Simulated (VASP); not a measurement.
## GaGe: single point with PBEsol

GaGe:

```
Ga Ge
1.0
     0.00000    2.75295    2.97029
     2.75295    0.00000    2.97029
     2.75295    2.75295    0.00000
Ga Ge
1 1
Direct
  0.75000 0.75000 0.75000
  0.00000 0.00000 0.00000
```

This cell differs from its parent crystal: strain -0.050 along x and y, +0.025 along z.

```yaml
Program: VASP 6.6.1
Task: single point
Functional: PBEsol
Potentials_or_basis: VASP PAW PBE potentials, release 64 (Ga_d, Ge_d)
Cutoff: 520 eV
k_mesh: 14 × 14 × 14
Occupations: gaussian, width 0.15 eV
Spin: no spin polarisation
Dipole_correction: no
Further_INCAR_settings: ALGO = Normal; EDIFF = 1e-06; NBANDS = 20
```

```json
{
  "Pressure": "1.4 GPa"
}
```

Stress tensor (GPa, compression positive):
```
1.11 0.00 0.00
0.00 1.11 0.00
0.00 0.00 2.06
```

Levels at points of the mesh, in eV from the Fermi level:
```tsv
k point	band 10	band 11	band 12	band 13	band 14	band 15	band 16	band 17	band 18	band 19
(0.00, 0.00, 0.00)	-14.24	-10.95	1.51	2.08	2.08	2.79	4.51	4.51	4.77	7.95
(0.50, 0.00, 0.00)	-14.23	-8.76	-5.61	0.09	0.83	2.30	5.42	5.84	8.35	11.88
(0.50, 0.50, 0.00)	-14.24	-7.85	-6.28	-0.96	-0.96	2.72	2.95	11.77	11.77	12.77
(0.50, 0.00, 0.50)	-14.23	-7.46	-5.82	-1.53	-1.47	2.14	2.27	11.27	11.52	12.83
```

Wall time 6.2 min on 1 thread of AMD EPYC 7R13, on a shared host, peak memory 0.31 GiB.

Caveat: the cell differs from its parent crystal (strain -0.050 along x and y, +0.025 along z); the PAW data sets were made with another functional, which shifts forces and pressure a little.
